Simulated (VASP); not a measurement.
Write the native input for VASP 6.6.1 that does the following.

- Task: single point
- Functional: LDA
- Potentials or basis: VASP PAW LDA potentials, release 64 (Rh_pv)
- Cutoff: 520 eV
- k mesh: 18 × 18 × 6
- Occupations: gaussian, width 0.15 eV
- Spin: no spin polarisation
- Dipole correction: no
- Further INCAR settings: ALGO = Fast; EDIFF = 1e-06; NBANDS = 38

The structure of Rh lies in POSCAR:

```
Rh
1.0
    3.0957053776      0.0000000000      0.0000000000
   -1.5478526888      2.1746838860      0.0000000000
    0.0000000000      0.0000000000      7.7135244811
Rh
4
Direct
    0.0000000000      0.0000000000      0.0000000000
    0.3333333333      0.6666666667      0.2500000000
    0.0000000000      0.0000000000      0.5000000000
    0.6666666667      0.3333333333      0.7500000000
```

This cell differs from its parent crystal: strain +e along x and -e along y +0.1100, strain +e along z and -e/2 along x and y -0.1100.

These files were run (other wordings do the same):

INCAR

```
  PREC = Accurate
  ENCUT = 520
  EDIFF = 1E-6
  ISMEAR = 0
  SIGMA = 0.15
  LREAL = False
  LASPH = True
  NELM = 60
  ALGO = Fast
  ISIF = 2
  LWAVE = False
  LCHARG = True
  GGA = CA
  LELF = True
  LVHAR = True
  NBANDS = 38
```

KPOINTS

```
Automatic mesh
0
Gamma
  18 18 6
```

Potentials or basis: VASP PAW LDA potentials, release 64 (Rh_pv).

Run with:

```bash
$ cat potpaw_LDA.64/Rh_pv/POTCAR > POTCAR
$ mpirun -np 1 vasp_std > vasp.out
```

It gave:

The pressure is 22.4 GPa and the largest force is 1.675 eV/Å. The band gap on the k mesh is zero (bands 30 and 31 overlap by 2.09 eV).

Caveat: the cell differs from its parent crystal (strain +e along x and -e along y +0.1100, strain +e along z and -e/2 along x and y -0.1100); the cell stands under pressure; forces of over 1 eV/Å act on the atoms, so gaps and moduli don't describe the material at rest.

Wall time 3.7 min on 1 thread of Intel(R) Xeon(R) 6975P-C (Granite Rapids) (shared host), peak memory 0.53 GiB.
